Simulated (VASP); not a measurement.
# NiSb: single point with PBE

NiSb:

```
Ni Sb
1.0
     0.00000    2.62704    2.62704
     2.62704    0.00000    2.62704
     2.62704    2.62704    0.00000
Ni Sb
1 1
Direct
  0.50000 0.50000 0.50000
  0.00000 0.00000 0.00000
```

- Program: VASP 6.6.1
- Task: single point
- Functional: PBE
- Potentials or basis: VASP PAW PBE potentials, release 64 (Ni, Sb)
- Cutoff: 520 eV
- k mesh: 12 × 12 × 12
- Occupations: gaussian, width 0.05 eV
- Spin: collinear spin, ferromagnetic start
- Starting moments: [0.8, 0.0] μB

The pressure is 0.7 GPa and the net moment is 0.00 μB per cell. The valence electrons inside the program's atomic spheres are Ni 9.29; Sb 2.42.

Levels at points of the mesh, in eV from the Fermi level:
Spin up:
```tsv
k point	band 4	band 5	band 6	band 7	band 8	band 9	band 10	band 11
(0.00, 0.00, 0.00)	-1.80	-1.75	-1.75	2.28	2.28	2.28	7.37	9.02
(0.50, 0.00, 0.00)	-2.83	-1.42	-1.42	-1.17	3.75	3.75	5.32	5.77
(0.50, 0.50, 0.00)	-1.56	-1.26	-1.26	-1.21	-1.21	-0.82	1.80	5.52
```
Spin down:
| k point | band 4 | band 5 | band 6 | band 7 | band 8 | band 9 | band 10 | band 11 |
| --- | --- | --- | --- | --- | --- | --- | --- | --- |
| (0.00, 0.00, 0.00) | -1.80 | -1.75 | -1.75 | 2.28 | 2.28 | 2.28 | 7.37 | 9.02 |
| (0.50, 0.00, 0.00) | -2.83 | -1.42 | -1.42 | -1.17 | 3.75 | 3.75 | 5.32 | 5.77 |
| (0.50, 0.50, 0.00) | -1.56 | -1.26 | -1.26 | -1.21 | -1.21 | -0.82 | 1.80 | 5.52 |

Wall time 2.5 min on 1 thread of Oxide Virtual Turin-like Processor (shared host), peak memory 0.19 GiB.

Caveat: the moments typed at the start vanished in this run; spin-orbit coupling is left out, which moves the levels of the heavy elements.
